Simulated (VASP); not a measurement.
NaCl:

```
Cl Na
1.0
     0.00000    2.79406    2.79406
     2.79406    0.00000    2.79406
     2.79406    2.79406    0.00000
Cl Na
1 1
Cartesian
  2.7941 2.7941 2.7941
  0.0000 0.0000 0.0000
```

| Property | Result |
| --- | --- |
| Program | VASP 6.6.1 |
| Task | relaxation of cell and atoms |
| Functional | RPBE |
| Dispersion | D3(BJ) |
| Potentials or basis | VASP PAW PBE potentials, release 64 (Cl, Na_pv) |
| Cutoff | 600 eV |
| k mesh | 8 × 8 × 8 |
| Occupations | fermi-dirac, width 0.05 eV |
| Spin | no spin polarisation |

At the start: pressure -6.1 GPa; volume 21.81 Å³/atom.

Question: Where does the relaxation end?

Answer: Over 4 steps the energy falls by 90.4 meV/atom and the volume is 17.84 Å³/atom (-18.2 %); space group Fm-3m (No. 225, to 0.05 Å).

The path:
| step | energy change (eV) | largest force (eV/Å) | pressure (GPa) | volume (Å³) |
| --- | --- | --- | --- | --- |
| 1 | 0.0000 | 0.0000 | -6.08 | 43.63 |
| 2 | -0.1504 | 0.0000 | -3.13 | 38.61 |
| 3 | -0.1804 | 0.0000 | -0.41 | 36.03 |
| 4 | -0.1808 | 0.0000 | 0.05 | 35.68 |

Final structure:
```cif
data_structure
_symmetry_space_group_name_H-M 'P 1'
_symmetry_Int_Tables_number 1
_cell_length_a 3.6953
_cell_length_b 3.6953
_cell_length_c 3.6953
_cell_angle_alpha 60.000
_cell_angle_beta 60.000
_cell_angle_gamma 60.000
_cell_volume 35.68
loop_
_atom_site_label
_atom_site_type_symbol
_atom_site_fract_x
_atom_site_fract_y
_atom_site_fract_z
_atom_site_occupancy
Cl1 Cl 0.50000 0.50000 0.50000 1
Na1 Na 0.00000 0.00000 0.00000 1
```

Caveat: the volume moved by over 15 % at a fixed basis, so the end points are rough; the PAW data sets were made with another functional, which shifts forces and pressure a little.
